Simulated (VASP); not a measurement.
# AlSi36H17Cl3 in VASP: notebook, part 2 of 2

VASP 6.6.1. Earlier steps stand in the parts before.

### 3 Single point, PBE, collinear spin, zero start

Input file INCAR:

```
SYSTEM = AlSi36H17Cl3
PREC = Accurate ; ENCUT = 520
EDIFF = 1E-6 ; ISMEAR = 0
SIGMA = 0.02 ; LREAL = Auto
LASPH = .TRUE. ; NELM = 150
ALGO = Normal ; ISIF = 2
LWAVE = .FALSE. ; LCHARG = .TRUE.
ISPIN = 2 ; MAGMOM = 0 0 0 0 0 0 0 0 0 0 0 0 0 0 0 0 0 0 0 0 0 0 0 0 0 0 0 0 0 0 0 0 0 0 0 0 0 0 0 0 0 0 0 0 0 0 0 0 0 0 0 0 0 0 0 0 0
LORBIT = 11 ; GGA = PE
LELF = .TRUE. ; LVHAR = .TRUE.
NBANDS = 130
```

Input file KPOINTS:

```
regular mesh
0
G
  1 1 1
  0 0 0
```

Input file POSCAR:

```
AlSi36H17Cl3
1.0
   11.5187690000      0.0000000000      0.0000000000
    5.7593850000      9.9755470000      0.0000000000
    0.0000000000      0.0000000000     19.8687650000
H Si Al Cl
17 36 1 3
Direct
    0.1111111263      0.1111111000      0.0503302545
    0.4444444018      0.1111111000      0.0503302545
    0.7777778509      0.1111111000      0.0503302545
    0.1111111430      0.4444443999      0.0503302545
    0.4444444185      0.4444443999      0.0503302545
    0.7777777808      0.4444443999      0.0503302545
    0.1111111096      0.7777778001      0.0503302545
    0.4444443851      0.7777778001      0.0503302545
    0.7777777473      0.7777778001      0.0503302545
    0.3402550270      0.0010244050      0.3960651807
    0.6637096569      0.0007241708      0.3968955796
    0.0013095459      0.3347839472      0.3971456203
    0.3333092695      0.3332655342      0.3967150449
    0.6584589796      0.3400663643      0.3961871309
    0.0007414514      0.6603872449      0.3963991723
    0.3349034199      0.6640276468      0.3970878915
    0.6663034776      0.6668571658      0.3960420288
    0.1111111263      0.1111111000      0.1258256364
    0.4444444018      0.1111111000      0.1258256364
    0.7777778509      0.1111111000      0.1258256364
    0.1111111430      0.4444443999      0.1258256364
    0.4444444185      0.4444443999      0.1258256364
    0.7777777808      0.4444443999      0.1258256364
    0.1111111096      0.7777778001      0.1258256364
    0.4444443851      0.7777778001      0.1258256364
    0.7777777473      0.7777778001      0.1258256364
   -0.1116311808      0.2213565833      0.1662247754
    0.2215237819      0.2218755523      0.1645454058
    0.5549948626      0.2216858885      0.1645434933
   -0.1119529510      0.5550625946      0.1641363215
    0.2216044539      0.5552152679      0.1646008698
    0.5548155583      0.5554929469      0.1640787940
   -0.1115630786      0.8885395458      0.1660653292
    0.2212209557      0.8886219472      0.1661356909
    0.5553309206      0.8881780618      0.1639825626
   -0.1077542380      0.2172157577      0.2849078944
    0.2231494191      0.2227887854      0.2824364776
    0.5569607653      0.2228480303      0.2824151375
   -0.1099494351      0.5550087629      0.2817418194
    0.2227833721      0.5569134204      0.2825228946
    0.5555784204      0.5572616720      0.2815946034
   -0.1067886969      0.8914995839      0.2846270012
    0.2178144265      0.8932389372      0.2847424085
    0.5574957017      0.8896767265      0.2814634931
   -0.0002092125     -0.0007252735      0.3343062843
    0.3347890537     -0.0005064384      0.3209718370
    0.6680762049     -0.0005546563      0.3214721700
   -0.0002856125      0.3322370192      0.3217289550
    0.3334242535      0.3335694774      0.3212279173
    0.6660349077      0.3347011447      0.3211043062
   -0.0008344402      0.6662137926      0.3212018965
    0.3324985812      0.6682270155      0.3216663441
    0.6667190530      0.6668585693      0.3205460933
    0.9999648416      0.0005099470      0.4630945104
    0.9966432988     -0.1745255674      0.4969605308
    1.1794843641     -0.0014183683      0.4940555188
    0.8239023130      0.1813368229      0.4941815961
```

Potentials or basis: VASP PAW PBE potentials, release 64 (H, Si, Al, Cl).

Command:

```
cat potpaw_PBE.64/H/POTCAR potpaw_PBE.64/Si/POTCAR potpaw_PBE.64/Al/POTCAR potpaw_PBE.64/Cl/POTCAR > POTCAR
mpirun -np 1 vasp_gam > vasp.out
```

Wall time 26 min (1 thread of Intel Xeon Platinum 8488C (Sapphire Rapids), shared host); peak memory 3 GiB.

The run converged. Its results:

```yaml
Free_energy: -259.9207 eV
Largest_force: 0.138 eV/Å
Net_moment: -1.00 μB per cell
Site_moments: H +0.00; Si -0.01, -0.02 (each value once); Al +0.00; Cl +0.00 μB
Valence_electrons_inside_the_program's_atomic_spheres: H 0.57; Si 1.71, 1.72, 1.70, 1.69, 1.68 (each value once); Al 0.73; Cl 5.16
```

Forces in eV/Å, atoms in the order of the input:
```
H   -0.003  0.001 -0.025
H    0.002  0.009 -0.035
H    0.010  0.002 -0.026
H    0.012  0.006 -0.034
H    0.001 -0.002 -0.034
H   -0.009 -0.025 -0.038
H    0.010  0.007 -0.026
H   -0.014  0.024 -0.040
H    0.036  0.003 -0.041
H    0.002  0.000 -0.002
H    0.001  0.000 -0.004
H    0.000  0.001 -0.004
H    0.001  0.001 -0.005
H   -0.002  0.002 -0.002
H   -0.004 -0.008 -0.012
H    0.001 -0.001 -0.005
H    0.000  0.000 -0.005
Si  -0.083 -0.041  0.102
Si  -0.018 -0.003 -0.018
Si   0.064 -0.052  0.093
Si  -0.011 -0.008 -0.011
Si  -0.025 -0.011 -0.010
Si  -0.018 -0.107  0.035
Si  -0.011  0.080  0.091
Si  -0.087  0.064  0.018
Si   0.088  0.025  0.025
Si   0.008  0.007 -0.004
Si   0.010  0.007 -0.002
Si   0.005  0.006 -0.002
Si   0.000  0.001 -0.004
Si   0.011  0.000 -0.001
Si   0.010  0.005 -0.004
Si   0.012  0.010 -0.007
Si   0.006  0.004 -0.003
Si   0.009  0.003 -0.003
Si   0.009  0.001 -0.011
Si  -0.003 -0.001 -0.005
Si  -0.003 -0.002 -0.008
Si   0.002  0.000 -0.007
Si  -0.003 -0.004 -0.006
Si   0.000 -0.001 -0.008
Si   0.000 -0.004  0.009
Si   0.010  0.000 -0.006
Si   0.000 -0.004 -0.008
Si   0.003  0.012  0.014
Si  -0.010  0.004  0.007
Si  -0.004  0.002  0.012
Si   0.000  0.001  0.006
Si  -0.001  0.002  0.012
Si  -0.003 -0.009  0.012
Si   0.002  0.003  0.014
Si  -0.008  0.000  0.014
Si   0.000  0.003  0.009
Al   0.013  0.022 -0.007
Cl   0.001 -0.009 -0.014
Cl  -0.023  0.000  0.008
Cl   0.002 -0.022  0.007
```

Levels at points of the mesh, in eV from the Fermi level:
Spin up:
| k point | band 88 | band 89 | band 90 | band 91 | band 92 | band 93 | band 94 | band 95 | band 96 | band 97 |
| --- | --- | --- | --- | --- | --- | --- | --- | --- | --- | --- |
| (0.00, 0.00, 0.00) | -1.03 | -0.70 | -0.69 | -0.62 | -0.07 | 0.05 | 1.48 | 1.48 | 1.50 | 1.52 |
Spin down:
| k point | band 91 | band 92 | band 93 | band 94 | band 95 | band 96 |
| --- | --- | --- | --- | --- | --- | --- |
| (0.00, 0.00, 0.00) | -0.70 | -0.09 | -0.05 | 1.46 | 1.47 | 1.49 |

Caveat: the k points lie up to 0.63 Å⁻¹ apart; there is no dipole correction, which matters where the two faces differ.
